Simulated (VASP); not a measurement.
The system is BaTiO3.

```xyz
5
Lattice="3.9998 0.0000 0.0000 0.0000 3.9998 0.0000 0.0000 0.0000 4.0180" Properties=species:S:1:pos:R:3 pbc="T T T"
Ba    0.0000    0.0000    0.0000
Ti    1.9999    1.9999    1.9688
O     1.9999    1.9999    0.0763
O     1.9999    0.0000    2.0773
O     0.0000    1.9999    2.0773
```

- Program: VASP 6.6.1
- Task: relaxation of cell and atoms
- Functional: r2SCAN
- Dispersion: rVV10
- Potentials or basis: VASP PAW PBE potentials, release 64 (Ba_sv, Ti_sv, O)
- Cutoff: 600 eV
- k mesh: 5 × 5 × 5
- Occupations: gaussian, width 0.01 eV
- Spin: no spin polarisation

At the start: pressure -0.3 GPa; volume 12.86 Å³/atom.

How do energy, volume and symmetry change on relaxing?

Over 10 steps the energy falls by 2.0 meV/atom and the volume is 12.93 Å³/atom (+0.6 %); space group P4mm (No. 99, to 0.1 Å) before and after.

The path:
```
step  energy change (eV)  largest force (eV/Å)  pressure (GPa)  volume (Å³)
   1              0.0000                0.2893           -0.29        64.28
   2             -0.0054                0.1034            0.60        64.07
   3             -0.0059                0.0566            0.96        63.99
   4             -0.0078                0.1146           -0.47        64.61
   5             -0.0080                0.1012           -0.16        64.47
   6             -0.0089                0.0625           -0.05        64.49
   7             -0.0096                0.0732            0.16        64.53
   8             -0.0099                0.0455           -0.25        64.70
   9             -0.0099                0.0436           -0.26        64.71
  10             -0.0101                0.0157           -0.07        64.67
```

Final structure:
```
Ba Ti O
1.0
     3.98301    0.00000    0.00000
     0.00000    3.98301    0.00000
     0.00000    0.00000    4.07632
Ba Ti O
1 1 3
Cartesian
  0.0000 0.0000 4.0754
  1.9915 1.9915 1.9669
  1.9915 1.9915 0.1172
  1.9915 3.9830 2.1033
  0.0000 1.9915 2.1033
```

Caveat: the PAW data sets were made with another functional, which shifts forces and pressure a little.
